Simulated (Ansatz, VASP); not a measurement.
**BAs in VASP and in Ansatz**

File INCAR:

```
SYSTEM = BAs
PREC     = Accurate       ! precision mode
ENCUT    = 500            ! plane-wave cutoff, eV
EDIFF    = 1E-6           ! SCF threshold, eV
ISMEAR   = 0              ! smearing method
SIGMA    = 0.1            ! smearing width, eV
LREAL    = .False.        ! projectors in reciprocal space
LASPH    = .True.         ! aspherical terms in the spheres
NELM     = 120            ! most SCF steps
ALGO     = Normal         ! electronic algorithm
ISIF     = 2              ! what is computed and relaxed
LWAVE    = .False.        ! write WAVECAR
LCHARG   = .True.         ! write CHGCAR
GGA      = PE             ! functional
LELF     = .True.         ! ELF
LVHAR    = .True.       
NBANDS   = 11             ! bands
GGA_COMPAT= .False.
```

KPOINTS

```
Automatic mesh
0
Gamma
  8 8 8
  0 0 0
```

The input POSCAR:

```
BAs
1.0
    0.0000000000      2.2394532939      2.2394532939
    2.2394532939      0.0000000000      2.2394532939
    2.2394532939      2.2394532939      0.0000000000
B As
1 1
Direct
    0.0000000000      0.0000000000      0.0000000000
    0.7500000000      0.7500000000      0.7500000000
```

Input for Ansatz:

```yaml
crystal:
  lattice:
    - [0.0, 2.2394532939, 2.2394532939]
    - [2.2394532939, 0.0, 2.2394532939]
    - [2.2394532939, 2.2394532939, 0.0]
  atoms:
    - { symbol: B, position: [0.0, 0.0, 0.0] }
    - { symbol: As, position: [0.75, 0.75, 0.75] }
basis:
  ecutwfc: 420
kpoints:
  mp_grid: { grid: [8, 8, 8] }
hamiltonian:
  xc: pbe
scf:
  occupations: { method: gaussian, width: 0.1 }
output:
  forces: true
  stress: true
  eigenvalues: true
```

Alike in both runs: task single point; functional PBE; k mesh 8 × 8 × 8; occupations gaussian, width 0.1 eV; no spin polarisation.

```csv
,VASP,Ansatz
version,VASP 6.6.1,Ansatz 0.2.0
potentials or method,"VASP PAW PBE potentials, release 64 (B, As), cutoff 500 eV","scalar-relativistic, plane waves, PAW"
valence electrons in the cell,8,18
```

VASP gave:

```
gap on the k mesh at the Fermi level (eV) : 0.99
least direct gap on the mesh (eV)         : 3.56
pressure (GPa)                            : 44.9
```

Q: What did Ansatz give for the same quantities?

A: gap on the k mesh at the Fermi level (eV): 1.00; least direct gap on the mesh (eV): 3.56; pressure (GPa): 43.2.

Both programs put the cell under a high pressure, so it lies far from rest at this level. VASP's potentials hold 8 valence electrons a cell and Ansatz's 18, so a difference there can come from the potentials and not from the codes.
